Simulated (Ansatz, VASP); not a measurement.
## GaN: VASP beside Ansatz

Contents of INCAR:

```
SYSTEM = GaN
PREC = Accurate
ENCUT = 520
EDIFF = 1E-7
ISMEAR = 0
SIGMA = 0.05
LREAL = .False.
LASPH = .True.
NELM = 60
ALGO = Normal
ISIF = 2
LWAVE = .False.
LCHARG = .False.
GGA = PE
NBANDS = 26
```

The input KPOINTS:

```
regular mesh
0
Gamma
  12 12 6
  0 0 0
```

File POSCAR:

```
GaN
1.0
    3.2184289164      0.0000000000      0.0000000000
   -1.6092144582      2.7872412019      0.0000000000
    0.0000000000      0.0000000000      5.2430304702
Ga N
2 2
Direct
    0.3333333333      0.6666666667      0.9991316875
    0.6666666667      0.3333333333      0.4991316875
    0.4146613738      0.7073306869      0.3608311594
    0.6666666667      0.3333333333      0.8758683125
```

Input for Ansatz:

```yaml
crystal:
  lattice:
    - [3.2184289164, 0.0, 0.0]
    - [-1.6092144582, 2.7872412019, 0.0]
    - [0.0, 0.0, 5.2430304702]
  atoms:
    - { symbol: Ga, position: [0.3333333333, 0.6666666667, 0.9991316875] }
    - { symbol: Ga, position: [0.6666666667, 0.3333333333, 0.4991316875] }
    - { symbol: "N", position: [0.4146613738, 0.7073306869, 0.3608311594] }
    - { symbol: "N", position: [0.6666666667, 0.3333333333, 0.8758683125] }
basis:
  ecutwfc: 420
kpoints:
  mp_grid: { grid: [12, 12, 6] }
hamiltonian:
  xc: pbe
scf:
  occupations: { method: gaussian, width: 0.05 }
output:
  forces: true
  stress: true
  eigenvalues: true
```

Alike in both runs: task single point; functional PBE; k mesh 12 × 12 × 6; occupations gaussian, width 0.05 eV; no spin polarisation.

|  | VASP | Ansatz |
| --- | --- | --- |
| version | VASP 6.6.1 | Ansatz 0.2.0 |
| potentials or method | VASP PAW PBE potentials, release 64 (Ga_d, N), cutoff 520 eV | scalar-relativistic, plane waves, PAW |
| valence electrons in the cell | 36 | 36 |

```csv
,VASP,Ansatz,Ansatz less VASP
gap on the k mesh at the Fermi level (eV),1.49,1.49,-0.003
least direct gap on the mesh (eV),1.49,1.49,-0.003
pressure (GPa),1.9,1.9,-0.05
"traceless stress, the component that is largest in VASP (GPa)",-3.62,-3.65,-0.032
rms of the force components (eV/Å),0.650,0.655,+0.0052
```

Atom by atom the forces differ by 0.007 eV/Å (rms over components). The functional is the same, so the differences come from potentials, cutoffs and numerics.
